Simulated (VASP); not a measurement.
Wanted: the native input for a VASP 6.6.1 run.

```
Task                   : electric field gradients
Functional             : LDA
Potentials or basis    : VASP PAW LDA potentials, release 64 (Ta_pv, N)
Cutoff                 : 520 eV
k mesh                 : 9 × 9 × 5
Occupations            : fermi-dirac, width 0.03 eV
Spin                   : no spin polarisation
Dipole correction      : no
Further INCAR settings : ALGO = Normal; EDIFF = 1e-08; NBANDS = 24
```

The structure of TaN lies in POSCAR:

```
TaN
1.0
    3.0398003418      0.0000000000      0.0000000000
   -1.5199001709      2.6325443184      0.0000000000
    0.0000000000      0.0000000000      4.9234781375
Ta N
2 2
Direct
    0.3333333333      0.6666666667      0.0000000000
    0.6666666667      0.3333333333      0.5000000000
    0.3333333333      0.6666666667      0.3850000000
    0.6666666667      0.3333333333      0.8850000000
```

This cell differs from its parent crystal: volume scaled by 0.99.

These files were run (other wordings do the same):

INCAR

```
PREC = Accurate
ENCUT = 520
EDIFF = 1E-8
ISMEAR = -1
SIGMA = 0.03
LREAL = F
LASPH = T
NELM = 80
ALGO = Normal
ISIF = 2
LWAVE = F
LCHARG = F
GGA = CA
LEFG = T
NBANDS = 24
```

KPOINTS

```
regular mesh
0
Gamma
  9 9 5
```

Potentials or basis: VASP PAW LDA potentials, release 64 (Ta_pv, N).

Launch:

```bash
$ cat potpaw_LDA.64/Ta_pv/POTCAR potpaw_LDA.64/N/POTCAR > POTCAR
$ mpirun -np 1 vasp_std > vasp.out
```

Results of the run:

* Pressure: 129.6 GPa
* Largest force: 2.266 eV/Å
* Band gap on the k mesh: zero (band 16 reaches 10.28 eV, above the bottom of band 17 at 8.08 eV)

Caveat: without QUAD_EFG the Cq values of the log hold for a quadrupole moment of 1 mb, not for the nuclei; spin-orbit coupling is left out, which moves the levels of the heavy elements; forces of over 1 eV/Å act on the atoms, so gaps and moduli don't describe the material at rest.

It took 32 s on 1 thread of Intel(R) Xeon(R) Platinum 8488C (Sapphire Rapids), with other jobs on the host, peak memory 0.15 GiB.
